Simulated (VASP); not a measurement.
# CuSi16 (a cell with a defect) in VASP: a series of runs

Runs on CuSi16 (a cell with a defect). Level: PBE. Tasks: single point.

Program: VASP 6.6.1. These are calculated values, not measurements. Logs are shortened: lines on timing, memory, paths and dates and some standing lists are left out, and cuts for length are marked.

### Step 1. The cell of the first run

The cell holds a defect, 17 atoms: a = 7.679 Å, b = 7.679 Å, c = 7.679 Å, α = 60.00°, β = 60.00°, γ = 60.00°.

### Step 2. Single point, PBE

Contents of INCAR:

```
PREC     = Accurate       # precision mode
ENCUT    = 520            # plane-wave cutoff, eV
EDIFF    = 1E-6           # SCF threshold, eV
ISMEAR   = -1             # smearing method
SIGMA    = 0.05           # smearing width, eV
LREAL    = Auto         
LASPH    = True           # aspherical terms in the spheres
NELM     = 60             # most SCF steps
ALGO     = Normal         # electronic algorithm
ISIF     = 2              # what is computed and relaxed
LWAVE    = False          # write WAVECAR
LCHARG   = False          # write CHGCAR
GGA      = PE             # functional
NBANDS   = 52             # bands
NELECT   = 74.0
```

Contents of KPOINTS:

```
Automatic mesh
0
Gamma
  2 2 2
```

Contents of POSCAR:

```
CuSi16
1.0
    0.0000000000      5.4300000000      5.4300000000
    5.4300000000      0.0000000000      5.4300000000
    5.4300000000      5.4300000000      0.0000000000
Si Cu
16 1
Direct
    0.0345339779     -0.0122352670     -0.0100159300
    0.1283079190      0.1284953959      0.1297362799
   -0.0077316759      0.0042283610      0.5032537753
    0.1314139042      0.1273494475      0.6138763352
   -0.0089223757      0.5013330571      0.0061560773
    0.1281955801      0.6136081031      0.1296705341
   -0.0078207182      0.5001973297      0.5032301105
    0.1043772560      0.6313767035      0.6327466851
    0.5022345304      0.0061560773      0.0082639963
    0.6627572744      0.1154215470      0.1070650092
    0.5057728361      0.0085080110      0.4771074586
    0.6200929098      0.1354207182      0.6205908840
    0.5021656538      0.4838989871      0.0078999079
    0.6186234807      0.6224772560      0.1368378453
    0.4755263352      0.5072068140      0.5098795580
    0.6199618785      0.6241351750      0.6204071823
    0.4587558011      0.8494173112      0.8430313076
```

Potentials or basis: VASP PAW PBE potentials, release 64 (Si, Cu).

Started as:

```
cat potpaw_PBE.64/Si/POTCAR potpaw_PBE.64/Cu/POTCAR > POTCAR
mpirun -np 1 vasp_std > vasp.out
```

OUTCAR:

```text
PREC = Accurate
   ENCUT = 520
   EDIFF = 1E-6
   ISMEAR = -1
   LREAL = Auto
   LASPH = True
   NELM = 60
   ISIF = 2
   GGA = PE
   NELECT = 74.0

 ion  position               nearest neighbor table
   1  0.035  0.988  0.990-  10 2.33   6 2.36   2 2.36   4 2.37  17 2.66
   2  0.128  0.128  0.130-   5 2.34   3 2.34   9 2.34   1 2.36
   3  0.992  0.004  0.503-  12 2.33   8 2.34   4 2.34   2 2.34
   4  0.131  0.127  0.614-   7 2.34   3 2.34  11 2.35   1 2.37
   5  0.991  0.501  0.006-  14 2.34   2 2.34   6 2.34   8 2.34
   6  0.128  0.614  0.130-   5 2.34   7 2.34  13 2.35   1 2.36
   7  0.992  0.500  0.503-  16 2.33   8 2.34   4 2.34   6 2.34
   8  0.104  0.631  0.633-  15 2.33   3 2.34   7 2.34   5 2.34
   9  0.502  0.006  0.008-  10 2.32   2 2.34  17 2.35  14 2.41  12 2.43
  10  0.663  0.115  0.107-  13 2.32   9 2.32  11 2.33   1 2.33
  11  0.506  0.009  0.477-  10 2.33  17 2.35   4 2.35  16 2.41  12 2.41
  12  0.620  0.135  0.621-   3 2.33  15 2.34  11 2.41   9 2.43  17 2.48
  13  0.502  0.484  0.008-  10 2.32   6 2.35  17 2.35  14 2.41  16 2.43
  14  0.619  0.622  0.137-   5 2.34  15 2.34   9 2.41  13 2.41  17 2.52
  15  0.476  0.507  0.510-   8 2.33  12 2.34  16 2.34  14 2.34
  16  0.620  0.624  0.620-   7 2.33  15 2.34  11 2.41  13 2.43  17 2.48
  17  0.459  0.849  0.843-  11 2.35   9 2.35  13 2.35  12 2.48  16 2.48  14 2.52   1 2.66

  LATTYP: Found a face centered cubic cell.
 ALAT       =    10.8600000000

  Lattice vectors:

 A1 = (   0.0000000000,   5.4300000000,   5.4300000000)
 A2 = (   5.4300000000,   0.0000000000,   5.4300000000)
 A3 = (   5.4300000000,   5.4300000000,   0.0000000000)

Analysis of symmetry for initial positions (statically):
=====================================================================
 Subroutine PRICEL returns:
 Original cell was already a primitive cell.

 Routine SETGRP: Setting up the symmetry group for a
 face centered cubic supercell.

 Subroutine GETGRP returns: Found  1 space group operations
 (whereof  1 operations were pure point group operations)
 out of a pool of 48 trial point group operations.

The static configuration has the point symmetry C_1 .

Analysis of symmetry for dynamics (positions and initial velocities):
=====================================================================
 Subroutine PRICEL returns:
 Original cell was already a primitive cell.

 Routine SETGRP: Setting up the symmetry group for a
 face centered cubic supercell.

 Subroutine GETGRP returns: Found  1 space group operations
 (whereof  1 operations were pure point group operations)
 out of a pool of 48 trial point group operations.

The dynamic configuration has the point symmetry C_1 .

 Subroutine INISYM returns: Found  1 space group operations
 (whereof  1 operations are pure point group operations),
 and found     1 'primitive' translations

----------------------------------------------------------------------------------------

                                     Primitive cell

  volume of cell :     320.2060

  direct lattice vectors                    reciprocal lattice vectors
     0.000000000  5.430000000  5.430000000    -0.092081031  0.092081031  0.092081031
     5.430000000  0.000000000  5.430000000     0.092081031 -0.092081031  0.092081031
     5.430000000  5.430000000  0.000000000     0.092081031  0.092081031 -0.092081031

  length of vectors
     7.679179644  7.679179644  7.679179644     0.159489025  0.159489025  0.159489025

  position of ions in fractional coordinates (direct lattice)
     0.034533978  0.987764733  0.989984070
     0.128307919  0.128495396  0.129736280
     0.992268324  0.004228361  0.503253775
     0.131413904  0.127349448  0.613876335
     0.991077624  0.501333057  0.006156077
     0.128195580  0.613608103  0.129670534
[... 9 lines left out ...]
     0.619961878  0.624135175  0.620407182
     0.458755801  0.849417311  0.843031308

  ion indices of the primitive-cell ions
   primitive index   ion index
                 1           1
                 2           2
                 3           3
                 4           4
                 5           5
                 6           6
[... 9 lines left out ...]
                16          16
                17          17

----------------------------------------------------------------------------------------

 KPOINTS: Automatic mesh

Automatic generation of k-mesh.
 Grid dimensions read from file:
 generate k-points for:    2    2    2

 Generating k-lattice:

  Cartesian coordinates                     Fractional coordinates (reciprocal lattice)
    -0.046040516  0.046040516  0.046040516     0.500000000  0.000000000  0.000000000
     0.046040516 -0.046040516  0.046040516     0.000000000  0.500000000  0.000000000
     0.046040516  0.046040516 -0.046040516     0.000000000  0.000000000  0.500000000

  Length of vectors
     0.079744512  0.079744512  0.079744512

  Shift w.r.t. Gamma in fractional coordinates (k-lattice)
     0.000000000  0.000000000  0.000000000

 Subroutine IBZKPT returns following result:
 ===========================================

 Found      8 irreducible k-points:

 Following reciprocal coordinates:
            Coordinates               Weight
  0.000000  0.000000  0.000000      1.000000
  0.500000  0.000000  0.000000      1.000000
  0.000000  0.500000  0.000000      1.000000
  0.000000  0.000000  0.500000      1.000000
  0.500000  0.500000  0.500000      1.000000
  0.500000  0.500000  0.000000      1.000000
  0.000000  0.500000  0.500000      1.000000
  0.500000  0.000000  0.500000      1.000000
   k-points           NKPTS =      8   k-points in BZ     NKDIM =      8   number of bands    NBANDS=     52
   number of dos      NEDOS =    301   number of ions     NIONS =     17
   total plane-waves  NPLWV = 216000
   dimension x,y,z NGX =    60 NGY =   60 NGZ =   60
   dimension x,y,z NGXF=   120 NGYF=  120 NGZF=  120
   ions per type =              16   1
   NGX,Y,Z   is equivalent  to a cutoff of  12.99, 12.99, 12.99 a.u.
   NGXF,Y,Z  is equivalent  to a cutoff of  25.98, 25.98, 25.98 a.u.
 SYSTEM =  unknown system
   PREC   = accura    normal or accurate (medium, high low for compatibility)
   ISTART =      0    job   : 0-new  1-cont  2-samecut
   ICHARG =      2    charge: 1-file 2-atom 10-const
   ISPIN  =      1    spin polarized calculation?
   LNONCOLLINEAR =      F non collinear calculations
   LSORBIT =      F    spin-orbit coupling
   LASPH  =      T    aspherical Exc in radial PAW
   ENCUT  =  520.0 eV  38.22 Ry    6.18 a.u.  14.28 14.28 14.28*2*pi/ulx,y,z
   NELM   =     60;   NELMIN=  2; NELMDL= -5     # of ELM steps
   EDIFF  = 0.1E-05   stopping-criterion for ELM
   LREAL  =      T    real-space projection
   EDIFFG = 0.1E-04   stopping-criterion for IOM
   NSW    =      0    number of steps for IOM
   IBRION =     -1    ionic relax: 0-MD 1-quasi-New 2-CG
   NFREE  =      0    steps in history (QN), initial steepest desc. (CG)
   ISIF   =      2    stress and relaxation
   ISYM   =      2    0-nonsym 1-usesym 2-fastsym
   POTIM  = 0.5000    time-step for ionic-motion
   TEBEG  =    0.0;   TEEND  =   0.0 temperature during run
   PSTRESS=    0.0 pullay stress
   NELECT =      74.0000    total number of electrons
   NUPDOWN=      -1.0000    fix difference up-down
   EMIN   =  10.00;   EMAX   =-10.00  energy-range for DOS
   EFERMI =   0.00;   METHOD = LEGACY
   ISMEAR =    -1;   SIGMA  =   0.05  broadening in eV -4-tet -1-fermi 0-gaus
   EFERMI_NEDOS =   21; number of points for ismear=-14 and -15
   IALGO  =     38    algorithm
   IMIX   =      4    mixing-type and parameters
     AMIX     =   0.40;   BMIX     =  1.00
     AMIX_MAG =   1.60;   BMIX_MAG =  1.00
  volume/ion in A,a.u.               =      18.84       127.11
  Fermi-wavevector in a.u.,A,eV,Ry     =   1.004636  1.898488 13.732283  1.009294
  Thomas-Fermi vector in A             =   2.137265
   LORBIT       =      0    0 simple, 1 ext, 2 COOP (PROOUT), +10 PAW based schemes
   GGA     = PE    functional components
   LHFCALC =     F    Hartree Fock is set to
   AEXX    =    0.0000 exact exchange contribution
   IVDW    =     0    specifies the selected vdW correction
   LEPSILON=     F    determine dielectric tensor
   LRPA    =     F    only Hartree local field effects (RPA)
 non-spin polarized calculation
  energy-cutoff  :      520.00
  volume of cell :      320.21
 maximum number of plane-waves:      8646
 NGX is ok and might be reduce to    60
   NGX = 29   NGY = 29   NGZ = 29

 number of electron      74.0000000 magnetization

 Free energy of the ion-electron system (eV)
  ---------------------------------------------------
  ext. energy  EPLUGINS =         0.00000000
  ---------------------------------------------------
  free energy    TOTEN  =       -94.23077141 eV

  energy without entropy =      -94.21351410  energy(sigma->0) =      -94.22214275

 E-fermi :   6.4002     XC(G=0):  -9.6097

 val. band max:        6.3600907915   @ k =   0.0000   0.0000   0.0000
 cond. band min:       6.4345157913   @ k =   0.0000   0.0000   0.0000
 fundamental gap:      0.0744249998
 Fermi energy:         6.4001882331

 k-point     1 :       0.0000    0.0000    0.0000
  band No.  band energies     occupation
      1      -5.8949      2.00000
      2      -3.5312      2.00000
      3      -3.5074      2.00000
      4      -3.4939      2.00000
      5      -3.4683      2.00000
      6      -2.0090      2.00000
[... 41 lines left out ...]
     48       8.4955      0.00000
     49       8.5486      0.00000

 k-point     2 :       0.5000    0.0000    0.0000
  band No.  band energies     occupation
      1      -5.2573      2.00000
      2      -4.9003      2.00000
      3      -3.2320      2.00000
      4      -3.2304      2.00000
      5      -3.2097      2.00000
      6      -3.0656      2.00000
[... 304 lines left out ...]
 k-point     8 :       0.5000    0.0000    0.5000
  band No.  band energies     occupation
      1      -4.9307      2.00000
      2      -4.7193      2.00000
      3      -3.8832      2.00000
      4      -3.7660      2.00000
      5      -3.7572      2.00000
      6      -3.7329      2.00000
[... 41 lines left out ...]
     48      10.4683      0.00000
     49      10.4852      0.00000
 [bands above 49 left out]

------------------------ aborting loop because EDIFF is reached ----------------------------------------

  FORCE on cell =-STRESS in cart. coord.  units (eV):
  Direction    XX          YY          ZZ          XY          YZ          ZX
  --------------------------------------------------------------------------------------
  -------------------------------------------------------------------------------------
  Total       -1.4864437     -1.7294644     -1.4583564      0.0557895     -0.0916501      0.3929211
  in kB       -7.4375442     -8.6535186     -7.2970074      0.2791474     -0.4585788      1.9660135
  external PRESSURE =      -7.7960234 kB  Pullay stress =       0.0000000 kB

 VOLUME and BASIS-vectors are now :
 -----------------------------------------------------------------------------
  energy-cutoff  :      520.00
  volume of cell :      320.21
      direct lattice vectors                 reciprocal lattice vectors
     0.000000000  5.430000000  5.430000000    -0.092081031  0.092081031  0.092081031
     5.430000000  0.000000000  5.430000000     0.092081031 -0.092081031  0.092081031
     5.430000000  5.430000000  0.000000000     0.092081031  0.092081031 -0.092081031

 POSITION                                       TOTAL-FORCE (eV/Angst)
 -----------------------------------------------------------------------------------
     10.73918      5.56313      5.55108        -0.005789     -0.024591      0.005800
      1.40220      1.40118      1.39444        -0.000772      0.002572     -0.006071
      2.75563      8.12068      5.41098         0.002854     -0.004252      0.001057
      4.02486      4.04693      1.40508         0.004050      0.007650     -0.003988
      2.75567      5.41498      8.10379         0.003485     -0.003796     -0.000390
      4.03600      1.40021      4.02799         0.003767      0.006016      0.000093
[... 9 lines left out ...]
      6.75787      6.73520      6.75545        -0.006107      0.012575     -0.010755
      9.19000      7.06870      7.10338         0.010423      0.012013     -0.015450
 -----------------------------------------------------------------------------------
    total drift:                               -0.000633     -0.003483     -0.000308

  FREE ENERGIE OF THE ION-ELECTRON SYSTEM (eV)
  ---------------------------------------------------
  free  energy   TOTEN  =       -94.2307714091 eV

  energy  without entropy=      -94.2135140979  energy(sigma->0) =      -94.22214275
```

Wall time 12 min (1 thread of Intel Xeon 8259CL, shared host); peak memory 0.5 GiB.

Results:

| Item | Value |
| --- | --- |
| Free energy | -94.2308 eV |
| Largest force | 0.028 eV/Å |

Forces in eV/Å, atoms in the order of the input:
```
Si  -0.006 -0.025  0.006
Si  -0.001  0.003 -0.006
Si   0.003 -0.004  0.001
Si   0.004  0.008 -0.004
Si   0.003 -0.004  0.000
Si   0.004  0.006  0.000
Si  -0.002 -0.006 -0.001
Si  -0.003  0.003  0.003
Si  -0.010 -0.009  0.025
Si   0.012  0.007 -0.015
Si   0.003 -0.010  0.003
Si   0.010  0.010  0.003
Si  -0.015 -0.007  0.011
Si  -0.001  0.006 -0.006
Si  -0.006 -0.003  0.008
Si  -0.006  0.013 -0.011
Cu   0.010  0.012 -0.015
```

Caveat: the k points lie up to 0.50 Å⁻¹ apart; the cell carries a net charge on a neutralising background, which shifts energy and pressure; the cell is charged against a uniform background, so pressure and absolute levels hang on convention.

### Step 3. Single point, PBE

Contents of INCAR:

```
ALGO = Normal ; EDIFF = 1E-6
ENCUT = 520 ; GGA = PE
ISIF = 2 ; ISMEAR = -1
LASPH = True ; LCHARG = True
LELF = True ; LREAL = Auto
LVHAR = True ; LWAVE = False
NBANDS = 52 ; NELECT = 74.0
NELM = 80 ; PREC = Accurate
SIGMA = 0.05
```

Contents of KPOINTS:

```
k-points
0
Gamma
  2 2 2
```

Contents of POSCAR:

```
CuSi16
1.0
    0.0000000000      5.4300000000      5.4300000000
    5.4300000000      0.0000000000      5.4300000000
    5.4300000000      5.4300000000      0.0000000000
Si Cu
16 1
Direct
    0.0200421731     -0.0074712707     -0.0060097606
    0.1324747698      0.1218804788      0.1250712707
   -0.0067759669      0.0114021179      0.4978953039
    0.1323776243      0.1218792818      0.6211470534
   -0.0033822284      0.4954378453      0.0116645488
    0.1336548803      0.6191011050      0.1238681400
   -0.0034246777      0.4954344383      0.4967206262
    0.0903806630      0.6351506446      0.6374751381
    0.5046622468      0.0049209945      0.0009815838
    0.6488900552      0.1154071823      0.1181211786
    0.5045946593      0.0047797422      0.4899169429
    0.6188183241      0.1484290055      0.6166588398
    0.5061638122      0.4885151934      0.0027455801
    0.6226163904      0.6173891344      0.1411751381
    0.4621487109      0.5185019337      0.5096632597
    0.6225709024      0.6171370166      0.6191690608
    0.6671837937      0.7822558011      0.7752963168
```

Potentials or basis: VASP PAW PBE potentials, release 64 (Si, Cu).

Started as:

```
cat potpaw_PBE.64/Si/POTCAR potpaw_PBE.64/Cu/POTCAR > POTCAR
mpirun -np 1 vasp_std > vasp.out
```

Run time: 11 min. Hardware: 1 thread of Intel Xeon 8259CL, shared host; peak memory 0.5 GiB.

Results (log left out):

* Free energy: -94.2308 eV
* Largest force: 0.028 eV/Å

Forces on the atoms (eV/Å):
```
Si   0.001 -0.003 -0.002
Si   0.001  0.000  0.004
Si  -0.002  0.006 -0.008
Si  -0.004 -0.001  0.006
Si  -0.002 -0.001 -0.004
Si  -0.004  0.004  0.004
Si   0.003  0.003 -0.005
Si   0.003 -0.005  0.027
Si   0.003  0.011 -0.010
Si   0.006 -0.005  0.003
Si  -0.007 -0.003 -0.011
Si  -0.003 -0.004  0.010
Si   0.000  0.002 -0.005
Si   0.018 -0.009  0.006
Si  -0.011  0.014 -0.005
Si   0.009 -0.023  0.009
Cu  -0.011  0.014 -0.018
```

Levels at points of the mesh, in eV from the Fermi level:
```tsv
k point	band 33	band 34	band 35	band 36	band 37	band 38	band 39	band 40	band 41	band 42
(0.00, 0.00, 0.00)	-1.05	-1.02	-0.63	-0.18	-0.04	0.04	0.40	0.60	0.61	0.69
(0.50, 0.00, 0.00)	-2.15	-0.90	-0.89	-0.62	-0.54	0.52	1.00	1.35	1.37	1.57
(0.00, 0.50, 0.00)	-2.03	-0.94	-0.88	-0.87	-0.78	0.51	1.15	1.25	1.32	1.43
(0.00, 0.00, 0.50)	-2.01	-0.94	-0.89	-0.85	-0.75	0.54	1.13	1.26	1.32	1.44
(0.50, 0.50, 0.50)	-2.01	-0.94	-0.89	-0.85	-0.75	0.54	1.13	1.26	1.32	1.44
(0.50, 0.50, 0.00)	-1.85	-1.52	-1.49	-1.42	-1.10	0.67	0.99	1.95	2.05	2.17
(0.00, 0.50, 0.50)	-1.83	-1.53	-1.47	-1.43	-1.08	0.66	1.00	1.95	2.06	2.17
(0.50, 0.00, 0.50)	-1.83	-1.53	-1.46	-1.43	-1.08	0.66	1.00	1.95	2.06	2.17
```

Caveat: the k points lie up to 0.50 Å⁻¹ apart; the cell carries a net charge on a neutralising background, which shifts energy and pressure; the cell is charged against a uniform background, so pressure and absolute levels hang on convention.

[end of part 1 of 2]
